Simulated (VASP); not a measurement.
CdSe (Cadmoselite):

```
CELL_PARAMETERS angstrom
4.35659 0.00000 0.00000
-2.17829 3.77291 0.00000
0.00000 0.00000 7.11238
ATOMIC_POSITIONS crystal
Cd 0.66667 0.33333 0.50000
Cd 0.33333 0.66667 0.00000
Se 0.66667 0.33333 0.88500
Se 0.33333 0.66667 0.38500
```

Base run:

| Quantity | Value |
| --- | --- |
| Program | VASP 6.6.1 |
| Functional | r2SCAN |
| Potentials or basis | VASP PAW PBE potentials, release 64 (Cd, Se) |
| Cutoff | 520 eV |
| k mesh | 7 × 7 × 4 |
| Occupations | fermi-dirac, width 0.05 eV |
| Spin | no spin polarisation |

Its results: band gap on the k mesh 1.09 eV, direct; pressure -0.3 GPa; largest force 0.246 eV/Å.

Q: The run is repeated on the same cell with these changes: functional from r2SCAN to PBE exchange alone. What comes out?

A: Band gap on the k mesh 0.57 eV, direct; pressure 8.6 GPa; largest force 0.301 eV/Å.

Caveats: the PAW data sets were made with another functional, which shifts forces and pressure a little (some runs).

